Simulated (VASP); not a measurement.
A run of VASP 6.6.1:

File INCAR:

```
PREC     = Accurate       # precision mode
ENCUT    = 520            # plane-wave cutoff, eV
EDIFF    = 1E-6           # SCF threshold, eV
ISMEAR   = -1             # smearing method
SIGMA    = 0.02           # smearing width, eV
LREAL    = Auto         
LASPH    = T              # aspherical terms in the spheres
NELM     = 100            # most SCF steps
ALGO     = Normal         # electronic algorithm
ISIF     = 2              # what is computed and relaxed
LWAVE    = F              # write WAVECAR
LCHARG   = T              # write CHGCAR
GGA      = PE             # functional
IVDW     = 12             # dispersion correction
LELF     = T              # ELF
LVHAR    = T            
NBANDS   = 66             # bands
```

File KPOINTS:

```
Automatic mesh
0
Gamma
  1 1 1
```

The input POSCAR:

```
H27C3N5O3
1.0
    7.5804670000      0.0000000000      0.0000000000
    0.0000000000      7.5804670000      0.0000000000
    0.0000000000      0.0000000000      7.5804670000
C O H N
3 3 27 5
Direct
    0.1776671543      0.1454923556      0.2087470337
    0.2462645111      0.6227188905      0.8491297436
    0.4856692866      1.1369088474      0.7423421275
    0.0511314145      0.2353285094      0.3130677833
    0.1102570594      0.6129833426      0.9844116464
    0.6182996377      1.1885019749      0.8683897707
    0.1148873809      0.1071833701      0.0745072830
   -0.0221754148      0.1367066172      0.3677346000
    0.2908923685      0.2311467090      0.1898299933
    0.2349987145      0.0308292352      0.2747851814
    0.3107724102      0.7501120973      0.8656590682
    0.0141152254      0.5374470992      0.9177930595
    0.3452689656      0.5260757682      0.8712391994
    0.1929300662      0.6125348214      0.7148108421
    0.4398277837      0.9995822157      0.7644515833
    0.6679403789      1.0813054130      0.9266183732
    0.3711248924      1.2216265832      0.7602170157
    0.5457975083      1.1322125669      0.6095930501
    0.7615230038      0.9267239076      0.4833343381
    0.9650197013      0.8212422797      0.4890068118
    0.8941269713      0.9501789270      0.6570175690
    0.9153525766      0.4678999328      0.6485484338
    1.0070487742      0.3066038016      0.7773003959
    0.7919169096      0.3624051130      0.7913628540
    0.6703149028      0.3886040266      0.1332107903
    0.8226669940      0.4193673028      0.2781227067
    0.6165583202      0.3905168376      0.3495167250
    0.2801014766      0.6278768841      0.4641666536
    0.1387381543      0.5049556973      0.3657954055
    0.1990642529      0.6825700844      0.2850220178
    0.6298424622      0.7956765724      0.0986482759
    0.7612327842      0.7910330590     -0.0690854534
    0.8341306677      0.8329302139      0.1190691814
    0.8935861076      0.9360637016      0.5239255049
    0.9133078477      0.4074946834      0.7729866775
    0.6943239777      0.4477956305      0.2530450960
    0.1599637595      0.6343672494      0.4044078023
    0.7268549550      0.8637726409      0.0364621335
```

Potentials or basis: VASP PAW PBE potentials, release 64 (C, O, H, N).

The run is started by

```console
$ cat potpaw_PBE.64/C/POTCAR potpaw_PBE.64/O/POTCAR potpaw_PBE.64/H/POTCAR potpaw_PBE.64/N/POTCAR > POTCAR
$ mpirun -np 1 vasp_gam > vasp.out
```

Hardware: 1 thread of Intel Xeon 6975P-C, with other jobs on the host.

How long does it take, and how much memory?

Wall time 63 s on 1 thread of Intel Xeon 6975P-C, with other jobs on the host, peak memory 0.4 GiB. Counts: scf iterations 17, k points 1.
